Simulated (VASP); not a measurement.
Write the native input for VASP 6.6.1 that does the following.

| Item | Value |
| --- | --- |
| Task | single point |
| Functional | PBEsol |
| Potentials or basis | VASP PAW PBE potentials, release 64 (Ta_pv, N) |
| Cutoff | 520 eV |
| k mesh | 10 × 10 × 6 |
| Occupations | fermi-dirac, width 0.05 eV |
| Spin | no spin polarisation |
| Dipole correction | no |
| Further INCAR settings | ALGO = Normal; EDIFF = 1e-06; NBANDS = 20 |

The structure of Ta2N lies in POSCAR:

```
Ta2N
1.0
    3.1334770837      0.0000000000      0.0000000000
   -1.5667385418      2.7136707566      0.0000000000
    0.0000000000      0.0000000000      4.9020925425
Ta N
2 1
Direct
    0.3333333333      0.6666666667      0.2547110000
    0.6666666667      0.3333333333      0.7452890000
    0.0000000000      0.0000000000      0.0000000000
```

This cell differs from its parent crystal: volume scaled by 1.02.

One way to write it, as run:

INCAR

```
SYSTEM = Ta2N
PREC = Accurate ; ENCUT = 520
EDIFF = 1E-6 ; ISMEAR = -1
SIGMA = 0.05 ; LREAL = .FALSE.
LASPH = .TRUE. ; NELM = 100
ALGO = Normal ; ISIF = 2
LWAVE = .FALSE. ; LCHARG = .TRUE.
GGA = PS ; LELF = .TRUE.
LVHAR = .TRUE. ; NBANDS = 20
```

KPOINTS

```
Automatic mesh
0
G
  10 10 6
  0 0 0
```

Potentials or basis: VASP PAW PBE potentials, release 64 (Ta_pv, N).

The run is started by

```bash
$ cat potpaw_PBE.64/Ta_pv/POTCAR potpaw_PBE.64/N/POTCAR > POTCAR
$ mpirun -np 1 vasp_std > vasp.out
```

Results of the run:

- Pressure: -13.7 GPa
- Largest force: 0.355 eV/Å

Caveat: the PAW data sets were made with another functional, which shifts forces and pressure a little.

Wall time 100 s on 1 thread of AMD EPYC 7R13 (shared host), peak memory 0.16 GiB.
